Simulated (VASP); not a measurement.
# KF (Fm-3m) in VASP: further runs

KF is run at these levels: PBE0, PBEsol; tasks: single point, relaxation of cell and atoms.

Program: VASP 6.6.1. These are calculated values, not measurements. Logs are shortened: lines on timing, memory, paths and dates and some standing lists are left out, and cuts for length are marked.

### 1 The cell of the first run

Symmetry: Fm-3m, No. 225, cubic system. The conventional cell has a = 5.344 Å, b = 5.344 Å, c = 5.344 Å, α = 90.00°, β = 90.00°, γ = 90.00°. Within 3.5 Å of K (site symmetry m-3m) lie 6 F at 2.67 Å. F (site symmetry m-3m) has 6 K at 2.67 Å within 3.5 Å.

### 2 Single point, PBE0

POSCAR

```
KF
1.0
    0.0000000000      2.6718500000      2.6718500000
    2.6718500000      0.0000000000      2.6718500000
    2.6718500000      2.6718500000      0.0000000000
K F
1 1
Direct
    0.0000000000      0.0000000000      0.0000000000
    0.5000000000      0.5000000000      0.5000000000
```

INCAR.step1

```
ALGO     = Normal         # electronic algorithm
EDIFF    = 1E-5           # SCF threshold, eV
ENCUT    = 520            # plane-wave cutoff, eV
GGA      = PE             # functional
ISIF     = 2              # what is computed and relaxed
ISMEAR   = -1             # smearing method
LASPH    = T              # aspherical terms in the spheres
LCHARG   = F              # write CHGCAR
LREAL    = F              # projectors in reciprocal space
LWAVE    = T              # write WAVECAR
NBANDS   = 15             # bands
NELM     = 80             # most SCF steps
PREC     = Accurate       # precision mode
SIGMA    = 0.05           # smearing width, eV
```

INCAR.step2

```
AEXX     = 0.25           # exact-exchange fraction
ALGO     = Normal         # electronic algorithm
EDIFF    = 1E-7           # SCF threshold, eV
ENCUT    = 520            # plane-wave cutoff, eV
GGA      = PE             # functional
ISIF     = 2              # what is computed and relaxed
ISMEAR   = -1             # smearing method
ISTART   = 1            
LASPH    = T              # aspherical terms in the spheres
LCHARG   = F              # write CHGCAR
LHFCALC  = T              # exact exchange
LREAL    = F              # projectors in reciprocal space
LWAVE    = F              # write WAVECAR
NBANDS   = 15             # bands
NELM     = 80             # most SCF steps
PREC     = Accurate       # precision mode
PRECFOCK = Normal       
SIGMA    = 0.05           # smearing width, eV
```

KPOINTS

```
k-points
0
Gamma
  6 6 6
```

Potentials or basis: VASP PAW PBE potentials, release 64 (K_sv, F).

Launch:

```
$ cat potpaw_PBE.64/K_sv/POTCAR potpaw_PBE.64/F/POTCAR > POTCAR
$ cp INCAR.step1 INCAR
$ mpirun -np 1 vasp_std > vasp.out
$ cp INCAR.step2 INCAR
$ mpirun -np 1 vasp_std > vasp.out
```

OUTCAR:

```text
AEXX = 0.25
   EDIFF = 1E-7
   ENCUT = 520
   GGA = PE
   ISIF = 2
   ISMEAR = -1
   ISTART = 1
   LASPH = T
   LHFCALC = T
   LREAL = F
   NELM = 80
   PREC = Accurate
   PRECFOCK = Normal

 ion  position               nearest neighbor table
   1  0.000  0.000  0.000-   2 2.67   2 2.67   2 2.67   2 2.67   2 2.67   2 2.67
   2  0.500  0.500  0.500-   1 2.67   1 2.67   1 2.67   1 2.67   1 2.67   1 2.67

  LATTYP: Found a face centered cubic cell.
 ALAT       =     5.3437000000

  Lattice vectors:

 A1 = (   0.0000000000,   2.6718500000,   2.6718500000)
 A2 = (   2.6718500000,   0.0000000000,   2.6718500000)
 A3 = (   2.6718500000,   2.6718500000,   0.0000000000)

Analysis of symmetry for initial positions (statically):
=====================================================================
 Subroutine PRICEL returns:
 Original cell was already a primitive cell.

 Routine SETGRP: Setting up the symmetry group for a
 face centered cubic supercell.

 Subroutine GETGRP returns: Found 48 space group operations
 (whereof 48 operations were pure point group operations)
 out of a pool of 48 trial point group operations.

The static configuration has the point symmetry O_h .

Analysis of symmetry for dynamics (positions and initial velocities):
=====================================================================
 Subroutine PRICEL returns:
 Original cell was already a primitive cell.

 Routine SETGRP: Setting up the symmetry group for a
 face centered cubic supercell.

 Subroutine GETGRP returns: Found 48 space group operations
 (whereof 48 operations were pure point group operations)
 out of a pool of 48 trial point group operations.

The dynamic configuration has the point symmetry O_h .

 Subroutine INISYM returns: Found 48 space group operations
 (whereof 48 operations are pure point group operations),
 and found     1 'primitive' translations

----------------------------------------------------------------------------------------

                                     Primitive cell

  volume of cell :      38.1475

  direct lattice vectors                    reciprocal lattice vectors
     0.000000000  2.671850000  2.671850000    -0.187136254  0.187136254  0.187136254
     2.671850000  0.000000000  2.671850000     0.187136254 -0.187136254  0.187136254
     2.671850000  2.671850000  0.000000000     0.187136254  0.187136254 -0.187136254

  length of vectors
     3.778566507  3.778566507  3.778566507     0.324129500  0.324129500  0.324129500

  position of ions in fractional coordinates (direct lattice)
     0.000000000  0.000000000  0.000000000
     0.500000000  0.500000000  0.500000000

  ion indices of the primitive-cell ions
   primitive index   ion index
                 1           1
                 2           2

----------------------------------------------------------------------------------------

 KPOINTS: k-points

Automatic generation of k-mesh.
 Grid dimensions read from file:
 generate k-points for:    6    6    6

 Generating k-lattice:

  Cartesian coordinates                     Fractional coordinates (reciprocal lattice)
    -0.031189376  0.031189376  0.031189376     0.166666667  0.000000000  0.000000000
     0.031189376 -0.031189376  0.031189376     0.000000000  0.166666667  0.000000000
     0.031189376  0.031189376 -0.031189376     0.000000000  0.000000000  0.166666667

  Length of vectors
     0.054021583  0.054021583  0.054021583

  Shift w.r.t. Gamma in fractional coordinates (k-lattice)
     0.000000000  0.000000000  0.000000000

 Subroutine IBZKPT returns following result:
 ===========================================

 Found     16 irreducible k-points:

 Following reciprocal coordinates:
            Coordinates               Weight
  0.000000  0.000000  0.000000      1.000000
  0.166667  0.000000  0.000000      8.000000
  0.333333  0.000000  0.000000      8.000000
  0.500000  0.000000  0.000000      4.000000
  0.166667  0.166667  0.000000      6.000000
  0.333333  0.166667  0.000000     24.000000
[... 8 lines left out ...]
 -0.333333  0.333333  0.166667     24.000000
 -0.333333  0.500000  0.166667     12.000000
   k-points           NKPTS =     16   k-points in BZ     NKDIM =    216   number of bands    NBANDS=     15
   number of dos      NEDOS =    301   number of ions     NIONS =      2
   total plane-waves  NPLWV =  21952
   dimension x,y,z NGX =    28 NGY =   28 NGZ =   28
   dimension x,y,z NGXF=    56 NGYF=   56 NGZF=   56
   ions per type =               1   1
   NGX,Y,Z   is equivalent  to a cutoff of  12.32, 12.32, 12.32 a.u.
   NGXF,Y,Z  is equivalent  to a cutoff of  24.64, 24.64, 24.64 a.u.
 SYSTEM =  unknown system
   PREC   = accura    normal or accurate (medium, high low for compatibility)
   ISTART =      1    job   : 0-new  1-cont  2-samecut
   ICHARG =      0    charge: 1-file 2-atom 10-const
   ISPIN  =      1    spin polarized calculation?
   LNONCOLLINEAR =      F non collinear calculations
   LSORBIT =      F    spin-orbit coupling
   LASPH  =      T    aspherical Exc in radial PAW
   ENCUT  =  520.0 eV  38.22 Ry    6.18 a.u.   7.03  7.03  7.03*2*pi/ulx,y,z
   NELM   =     80;   NELMIN=  2; NELMDL=  0     # of ELM steps
   EDIFF  = 0.1E-06   stopping-criterion for ELM
   LREAL  =      F    real-space projection
   EDIFFG = 0.1E-05   stopping-criterion for IOM
   NSW    =      0    number of steps for IOM
   IBRION =     -1    ionic relax: 0-MD 1-quasi-New 2-CG
   NFREE  =      0    steps in history (QN), initial steepest desc. (CG)
   ISIF   =      2    stress and relaxation
   ISYM   =      3    0-nonsym 1-usesym 2-fastsym
   POTIM  = 0.5000    time-step for ionic-motion
   TEBEG  =    0.0;   TEEND  =   0.0 temperature during run
   PSTRESS=    0.0 pullay stress
   NELECT =      16.0000    total number of electrons
   NUPDOWN=      -1.0000    fix difference up-down
   EMIN   =  10.00;   EMAX   =-10.00  energy-range for DOS
   EFERMI =   0.00;   METHOD = LEGACY
   ISMEAR =    -1;   SIGMA  =   0.05  broadening in eV -4-tet -1-fermi 0-gaus
   EFERMI_NEDOS =   21; number of points for ismear=-14 and -15
   IALGO  =     38    algorithm
   IMIX   =      1    mixing-type and parameters
     AMIX     =   0.40;   BMIX     =  1.00
     AMIX_MAG =   1.60;   BMIX_MAG =  1.00
  volume/ion in A,a.u.               =      19.07       128.72
  Fermi-wavevector in a.u.,A,eV,Ry     =   1.225442  2.315750 20.431978  1.501708
  Thomas-Fermi vector in A             =   2.360480
   LORBIT       =      0    0 simple, 1 ext, 2 COOP (PROOUT), +10 PAW based schemes
   GGA     = PE    functional components
   LHFCALC =     T    Hartree Fock is set to
   PRECFOCK=normal    Normal, Fast or Accurate (Low or Medium for compatibility)
   ENCUT4O =  -1.0   cutoff for four orbital integrals eV
   NKREDX  =     1    reduce k-point grid by
   NKREDY  =     1    reduce k-point grid by
   NKREDZ  =     1    reduce k-point grid by
   AEXX    =    0.2500 exact exchange contribution
   HFSCREEN=    0.0000 screening length (either q_TF or 0.3 A-1)
   HFSCREENC=   0.0000 screening length for correlation (either q_TF or 0.3 A-1)
   ENCUTFOCK=  -1.0 apply spherical cutoff to Coloumb kernel
   IVDW    =     0    specifies the selected vdW correction
   LEPSILON=     F    determine dielectric tensor
   LRPA    =     F    only Hartree local field effects (RPA)
 non-spin polarized calculation
  energy-cutoff  :      520.00
  volume of cell :       38.15
 maximum number of plane-waves:      1034
  NGX = 24; NGY = 24; NGZ = 24

 number of electron      16.0000002 magnetization

 Free energy of the ion-electron system (eV)
  ---------------------------------------------------
  ext. energy  EPLUGINS =         0.00000000
  ---------------------------------------------------
  free energy    TOTEN  =       -10.48654435 eV

  energy without entropy =      -10.48654435  energy(sigma->0) =      -10.48654435

 E-fermi :  -3.6481     XC(G=0):  -6.5545

 val. band max:       -4.8088409461   @ k =   0.0000   0.0000   0.0000
 cond. band min:       4.1324155923   @ k =   0.0000   0.0000   0.0000
 fundamental gap:      8.9412565384
 Fermi energy:        -3.6481326824

 k-point     1 :       0.0000    0.0000    0.0000
  band No.  band energies     occupation
      1     -32.4649      2.00000
      2     -25.0109      2.00000
      3     -14.3446      2.00000
      4     -14.3446      2.00000
      5     -14.3446      2.00000
      6      -4.8088      2.00000
      7      -4.8088      2.00000
      8      -4.8088      2.00000
      9       4.1324      0.00000
     10       9.0072      0.00000
     11       9.0072      0.00000
     12       9.0072      0.00000
     13      10.8447      0.00000
     14      10.8447      0.00000
     15      14.8409      0.00000

 k-point     2 :       0.1667    0.0000    0.0000
  band No.  band energies     occupation
      1     -32.4400      2.00000
      2     -25.0333      2.00000
      3     -14.4138      2.00000
      4     -14.3529      2.00000
      5     -14.3529      2.00000
      6      -5.0348      2.00000
      7      -4.9001      2.00000
      8      -4.9001      2.00000
      9       4.8881      0.00000
     10       8.5480      0.00000
     11       9.3950      0.00000
     12       9.3950      0.00000
     13      11.1220      0.00000
     14      11.1220      0.00000
     15      16.2076      0.00000

 k-point     3 :       0.3333    0.0000    0.0000
  band No.  band energies     occupation
      1     -32.3893      2.00000
      2     -25.0783      2.00000
      3     -14.5513      2.00000
      4     -14.3691      2.00000
      5     -14.3691      2.00000
      6      -5.4278      2.00000
      7      -5.0775      2.00000
      8      -5.0774      2.00000
      9       6.5047      0.00000
     10       8.2329      0.00000
     11      10.1894      0.00000
     12      10.1895      0.00000
     13      12.0167      0.00000
     14      12.0167      0.00000
     15      16.3119      0.00000
[... 199 lines left out ...]
 k-point    15 :      -0.3333    0.3333    0.1667
  band No.  band energies     occupation
      1     -32.3455      2.00000
      2     -25.0674      2.00000
      3     -14.7106      2.00000
      4     -14.6612      2.00000
      5     -14.4245      2.00000
      6      -5.2929      2.00000
      7      -5.0373      2.00000
      8      -5.0144      2.00000
      9       7.7072      0.00000
     10       8.0352      0.00000
     11       9.8419      0.00000
     12      11.7582      0.00000
     13      12.3718      0.00000
     14      13.4535      0.00000
     15      14.0413      0.00000

 k-point    16 :      -0.3333    0.5000    0.1667
  band No.  band energies     occupation
      1     -32.3402      2.00000
      2     -25.0500      2.00000
      3     -14.8415      2.00000
      4     -14.6599      2.00000
      5     -14.4646      2.00000
      6      -5.1363      2.00000
      7      -4.9943      2.00000
      8      -4.9225      2.00000
      9       7.0661      0.00000
     10       8.7824      0.00000
     11       9.3036      0.00000
     12      12.0956      0.00000
     13      12.9339      0.00000
     14      13.4618      0.00000
     15      13.8782      0.00000

------------------------ aborting loop because EDIFF is reached ----------------------------------------

  FORCE on cell =-STRESS in cart. coord.  units (eV):
  Direction    XX          YY          ZZ          XY          YZ          ZX
  --------------------------------------------------------------------------------------
  -------------------------------------------------------------------------------------
  Total        0.1203451      0.1203451      0.1203451      0.0000000     -0.0000000      0.0000000
  in kB        5.0544349      5.0544349      5.0544349      0.0000000     -0.0000000      0.0000000
  external PRESSURE =       5.0544349 kB  Pullay stress =       0.0000000 kB

 VOLUME and BASIS-vectors are now :
 -----------------------------------------------------------------------------
  energy-cutoff  :      520.00
  volume of cell :       38.15
      direct lattice vectors                 reciprocal lattice vectors
     0.000000000  2.671850000  2.671850000    -0.187136254  0.187136254  0.187136254
     2.671850000  0.000000000  2.671850000     0.187136254 -0.187136254  0.187136254
     2.671850000  2.671850000  0.000000000     0.187136254  0.187136254 -0.187136254

 POSITION                                       TOTAL-FORCE (eV/Angst)
 -----------------------------------------------------------------------------------
      0.00000      0.00000      0.00000         0.000000      0.000000      0.000000
      2.67185      2.67185      2.67185         0.000000      0.000000     -0.000000
 -----------------------------------------------------------------------------------
    total drift:                               -0.000000     -0.000000     -0.000000

  FREE ENERGIE OF THE ION-ELECTRON SYSTEM (eV)
  ---------------------------------------------------
  free  energy   TOTEN  =       -10.4865443519 eV

  energy  without entropy=      -10.4865443518  energy(sigma->0) =      -10.48654435
```

Run time: 64 min. Hardware: 1 thread of Intel Xeon 8259CL, shared host; peak memory 0.19 GiB.

Results:

| Quantity | Value |
| --- | --- |
| Free energy | -10.4865 eV |
| Pressure | 0.5 GPa |
| Band gap on the k mesh | 8.94 eV |

Levels at points of the mesh, in eV from the valence-band top:
```csv
k point,band 4,band 5,band 6,band 7,band 8,band 9,band 10,band 11,band 12,band 13
"(0.00, 0.00, 0.00)",-9.54,-9.54,0.00,0.00,0.00,8.94,13.82,13.82,13.82,15.65
"(0.50, 0.00, 0.00)",-9.57,-9.57,-0.79,-0.36,-0.36,12.00,13.45,15.35,15.35,17.83
"(0.50, 0.50, 0.00)",-9.76,-9.76,-0.20,-0.06,-0.06,11.11,13.42,14.72,17.05,17.73
```

Caveat: the PAW data sets were made with another functional, which shifts forces and pressure a little.

(Part 1 of 2 ends here.)
